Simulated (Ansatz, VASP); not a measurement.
**Ge4Pd: VASP beside Ansatz**

INCAR

```
ALGO = Normal
EDIFF = 1E-7
ENCUT = 520
GGA = PE
ISIF = 2
ISMEAR = 0
LASPH = T
LCHARG = T
LELF = T
LREAL = F
LVHAR = T
LWAVE = F
NBANDS = 41
NELM = 60
PREC = Accurate
SIGMA = 0.1
```

KPOINTS

```
k-points
0
Gamma
  4 4 6
```

File POSCAR:

```
Ge4Pd
1.0
    3.5344755500     -3.7114446400      0.0000000000
    3.5344755500      3.7114446400      0.0000000000
    0.0000000000      0.0000000000      3.1738511600
Ge Pd
4 1
Direct
    0.8105999900      0.1894000100      0.5000000000
    0.1894000100      0.8105999900      0.5000000000
    0.2852000000      0.2852000000      0.0000000000
    0.7148000000      0.7148000000      0.0000000000
    0.0000000000      0.0000000000      0.0000000000
```

Input for Ansatz:

```yaml
crystal:
  lattice:
    - [3.53447555, -3.71144464, 0.0]
    - [3.53447555, 3.71144464, 0.0]
    - [0.0, 0.0, 3.17385116]
  atoms:
    - { symbol: Ge, position: [0.81059999, 0.18940001, 0.5] }
    - { symbol: Ge, position: [0.18940001, 0.81059999, 0.5] }
    - { symbol: Ge, position: [0.2852, 0.2852, 0.0] }
    - { symbol: Ge, position: [0.7148, 0.7148, 0.0] }
    - { symbol: Pd, position: [0.0, 0.0, 0.0] }
basis:
  ecutwfc: 420
kpoints:
  mp_grid: { grid: [4, 4, 6] }
hamiltonian:
  xc: pbe
scf:
  occupations: { method: gaussian, width: 0.1 }
  lower_state_search: "off"
output:
  forces: true
  stress: true
  eigenvalues: true
```

Change from the starting cell: species swapped into the OsCl4 type (Cmmm, No. 65).

Alike in both runs: task single point; functional PBE; k mesh 4 × 4 × 6; occupations gaussian, width 0.1 eV; no spin polarisation.

```csv
,VASP,Ansatz
version,VASP 6.6.1,Ansatz 0.2.0
potentials or method,"VASP PAW PBE potentials, release 64 (Ge_d, Pd), cutoff 520 eV","scalar-relativistic, plane waves, PAW"
valence electrons in the cell,66,74
```

```csv
,VASP,Ansatz,Ansatz less VASP
gap on the k mesh at the Fermi level (eV),none,none,-
rms of the force components (eV/Å),5.800,5.701,-0.0985
```

Atom by atom the forces differ by 0.099 eV/Å (rms over components). A gap of «none» marks a metal or a gap that the smearing closes. The functional is the same, so the differences come from potentials, cutoffs and numerics. VASP's potentials hold 66 valence electrons a cell and Ansatz's 74, so a difference there can come from the potentials and not from the codes.
